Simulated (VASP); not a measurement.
Runs of VASP 6.6.1 on AgCl (zincblende type). The structure is that of space group F-43m (No. 216), or close to it. The cells are those of the table. 

| task | spin | cell | cutoff (eV) | smearing | gap on the mesh (eV) | pressure (GPa) |
| --- | --- | --- | --- | --- | --- | --- |
| electric field gradients | collinear, zero start | a = 4.198 Å, angles 60.0°, 2 atoms | 520 | tetrahedron | (a) | (b) |
| single point | off | a = 4.284 Å, angles 60.0°, 2 atoms | 520 | fermi-dirac 0.03 eV | 1.29 | -0.1 |
| relaxation of cell and atoms | off | relaxed from a = 3.986 Å, angles 60.0°, 2 atoms | 600 | fermi-dirac 0.03 eV | 1.29 | 0.0 |
| electric field gradients | off | a = 4.313 Å, angles 60.0°, 2 atoms | 520 | fermi-dirac 0.03 eV | 1.32 | -0.7 |
| single point | off | a = 4.256 Å, angles 60.0°, 2 atoms | 520 | fermi-dirac 0.03 eV | 1.27 | 0.5 |
| electric field gradients | off | a = 4.368 Å, angles 60.0°, 2 atoms | 520 | fermi-dirac 0.03 eV | 1.36 | -1.6 |
| electric field gradients | off | a = 4.368 Å, angles 60.0°, 2 atoms | 520 | tetrahedron | 1.36 | -1.6 |
| electric field gradients | off | a = 4.256 Å, angles 60.0°, 2 atoms | 520 | fermi-dirac 0.03 eV | 1.27 | 0.5 |

Alike in all rows: level PBE; potentials or basis VASP PAW PBE potentials, release 64 (Ag, Cl); k mesh 11 × 11 × 11.

Problem. Estimate the missing entries.

Solution. (a) 1.22; (b) 2.0.

A k mesh can miss the band edges, and the runs leave out spin-orbit coupling on Ag.
